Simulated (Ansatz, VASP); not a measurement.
**Pt in VASP and in Ansatz**

File INCAR:

```
SYSTEM = Pt
PREC = Accurate ; ENCUT = 500
EDIFF = 1E-7 ; ISMEAR = -1
SIGMA = 0.1 ; LREAL = .False.
LASPH = .True. ; NELM = 120
ALGO = Normal ; ISIF = 3
LWAVE = .False. ; LCHARG = .False.
GGA = B5 ; ALDAX = 1.0
AGGAX = 1.0 ; AGGAC = 1.0
ALDAC = 0.0 ; IBRION = 2
NSW = 80 ; EDIFFG = -0.01
GGA_COMPAT = .False. ; NELMIN = 4
```

Contents of KPOINTS:

```
Automatic mesh
0
Gamma
  14 14 14
  0 0 0
```

Contents of POSCAR:

```
Pt
1.0
   -1.5568832667      1.5568832667      1.5568832667
    1.5568832667     -1.5568832667      1.5568832667
    1.5568832667      1.5568832667     -1.5568832667
Pt
1
Direct
    0.0000000000      0.0000000000      0.0000000000
```

Input for Ansatz:

```yaml
crystal:
  lattice:
    - [-1.5568832667, 1.5568832667, 1.5568832667]
    - [1.5568832667, -1.5568832667, 1.5568832667]
    - [1.5568832667, 1.5568832667, -1.5568832667]
  atoms:
    - { symbol: Pt, position: [0.0, 0.0, 0.0] }
hamiltonian:
  xc: blyp
  pseudopotentials:
    kind: paw
    azcp:
      Pt: "pseudopotentials/Pt.paw.azcp"
basis:
  ecutwfc: 420
  fft_grid_basis: typed
kpoints:
  mp_grid: { grid: [14, 14, 14], shift: [0, 0, 0] }
magnetization:
  spin_polarized: false
scf:
  occupations: { method: fermi_dirac, width: 0.1 }
relax:
  max_steps: 60
  f_tol: 0.01
  cell: {}
```

Alike in both runs: task relaxation of cell and atoms; functional BLYP; k mesh 14 × 14 × 14; occupations fermi-dirac, width 0.1 eV; no spin polarisation.

|  | VASP | Ansatz |
| --- | --- | --- |
| version | VASP 6.6.1 | Ansatz 0.2.0 |
| potentials or method | VASP PAW PBE potentials, release 64 (Pt_sv_GW), cutoff 500 eV | plane waves (420 eV) with PAW, scalar-relativistic |
| valence electrons in the cell | 18 | 18 |

|  | VASP | Ansatz | Ansatz less VASP |
| --- | --- | --- | --- |
| relaxed volume (Å³/atom) | 16.69 | 16.86 | +0.164 |
| relaxed cell length with the largest relative difference (Å) | 2.789 | 2.798 | +0.0091 |

VASP's potentials were made for PBE, not for BLYP.

Spin-orbit coupling is off throughout.
